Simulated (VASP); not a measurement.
Set up this calculation in VASP 6.6.1, as the native input.

```
Task                   : single point
Functional             : PBE
Potentials or basis    : VASP PAW PBE potentials, release 64 (Pt, S)
Cutoff                 : 500 eV
k mesh                 : 2 × 2 × 2
Occupations            : gaussian, width 0.01 eV
Spin                   : no spin polarisation
Dipole correction      : no
Further INCAR settings : ALGO = Normal; EDIFF = 1e-06; NBANDS = 18
```

The structure of PtS2 lies in POSCAR:

```
PtS2
1.0
    3.5223000000      0.0000000000      0.0000000000
   -1.7611500000      3.0503720000      0.0000000000
    0.0000000000      0.0000000000      5.0148000000
Pt S
1 2
Direct
    0.0000000000      0.0000000000      0.0000000000
    0.3450000000      0.6670000000      0.2300000000
    0.6109962500      0.3224224200      0.7694553600
```

The input as run:

INCAR

```
PREC = Accurate
ENCUT = 500
EDIFF = 1E-6
ISMEAR = 0
SIGMA = 0.01
LREAL = False
LASPH = True
NELM = 120
ALGO = Normal
ISIF = 2
LWAVE = False
LCHARG = True
GGA = PE
LELF = True
LVHAR = True
NBANDS = 18
GGA_COMPAT = False
```

KPOINTS

```
regular mesh
0
Gamma
  2 2 2
```

Potentials or basis: VASP PAW PBE potentials, release 64 (Pt, S).

The run is started by

```console
$ cat potpaw_PBE.64/Pt/POTCAR potpaw_PBE.64/S/POTCAR > POTCAR
$ mpirun -np 1 vasp_std > vasp.out
```

Results of the run:

```
Pressure               : 10.0 GPa
Largest force          : 2.499 eV/Å
Band gap on the k mesh : 1.48 eV, indirect (least direct gap 2.10 eV)
```

Caveat: the k points lie up to 1.03 Å⁻¹ apart; spin-orbit coupling is left out, which moves the levels of the heavy elements; forces of over 1 eV/Å act on the atoms, so gaps and moduli don't describe the material at rest.

Wall time 7.7 s on 1 thread of Intel(R) Xeon(R) 6975P-C (Granite Rapids), on a shared host, peak memory 0.17 GiB.
